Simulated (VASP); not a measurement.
Wanted: the native input for a VASP 6.6.1 run.

```yaml
Task: single point
Functional: r2SCAN
Potentials_or_basis: VASP PAW PBE potentials, release 64 (Ba_sv)
Cutoff: 520 eV
k_mesh: 12 × 12 × 12
Occupations: gaussian, width 0.1 eV
Spin: no spin polarisation
Dipole_correction: no
Further_INCAR_settings: ALGO = Normal; EDIFF = 1e-07; NBANDS = 11
```

The system is Ba.

```
Ba
1.0
    -2.53422    2.53422    2.53422
     2.53422   -2.53422    2.53422
     2.53422    2.53422   -2.53422
Ba
1
Direct
  0.00000 0.00000 0.00000
```

The input as run:

POSCAR

```
Ba
1.0
   -2.5342172995      2.5342172995      2.5342172995
    2.5342172995     -2.5342172995      2.5342172995
    2.5342172995      2.5342172995     -2.5342172995
Ba
1
Direct
    0.0000000000      0.0000000000      0.0000000000
```

INCAR.step1

```
SYSTEM = Ba
ALGO     = Normal         ! electronic algorithm
EDIFF    = 1E-4           ! SCF threshold, eV
ENCUT    = 520            ! plane-wave cutoff, eV
GGA      = PE             ! functional
ISMEAR   = 0              ! smearing method
LASPH    = .TRUE.         ! aspherical terms in the spheres
LCHARG   = .FALSE.        ! write CHGCAR
LREAL    = .FALSE.        ! projectors in reciprocal space
LWAVE    = .TRUE.         ! write WAVECAR
NBANDS   = 11             ! bands
NELM     = 80             ! most SCF steps
PREC     = Accurate       ! precision mode
SIGMA    = 0.1            ! smearing width, eV
```

INCAR.step2

```
SYSTEM = Ba
ALGO     = Normal         ! electronic algorithm
EDIFF    = 1E-7           ! SCF threshold, eV
ENCUT    = 520            ! plane-wave cutoff, eV
ISIF     = 2              ! what is computed and relaxed
ISMEAR   = 0              ! smearing method
ISTART   = 1            
LASPH    = .TRUE.         ! aspherical terms in the spheres
LCHARG   = .TRUE.         ! write CHGCAR
LELF     = .TRUE.         ! ELF
LMIXTAU  = .TRUE.       
LREAL    = .FALSE.        ! projectors in reciprocal space
LVHAR    = .TRUE.       
LWAVE    = .FALSE.        ! write WAVECAR
METAGGA  = R2SCAN         ! meta-GGA
NBANDS   = 11             ! bands
NELM     = 80             ! most SCF steps
PREC     = Accurate       ! precision mode
SIGMA    = 0.1            ! smearing width, eV
```

KPOINTS

```
k-points
0
G
  12 12 12
  0 0 0
```

Potentials or basis: VASP PAW PBE potentials, release 64 (Ba_sv).

Command:

```console
$ cat potpaw_PBE.64/Ba_sv/POTCAR > POTCAR
$ cp INCAR.step1 INCAR
$ mpirun -np 1 vasp_std > vasp.out
$ cp INCAR.step2 INCAR
$ mpirun -np 1 vasp_std > vasp.out
```

Results of the run:

| Item | Value |
| --- | --- |
| Pressure | 0.1 GPa |
| Band gap on the k mesh | zero (band 5 reaches 2.16 eV, above the bottom of band 6 at 1.04 eV) |

Caveat: the PAW data sets were made with another functional, which shifts forces and pressure a little; spin-orbit coupling is left out, which moves the levels of the heavy elements.

Run time: 2 min on 1 thread of Intel(R) Xeon(R) Platinum 8488C (Sapphire Rapids), with other jobs on the host, peak memory 0.23 GiB.
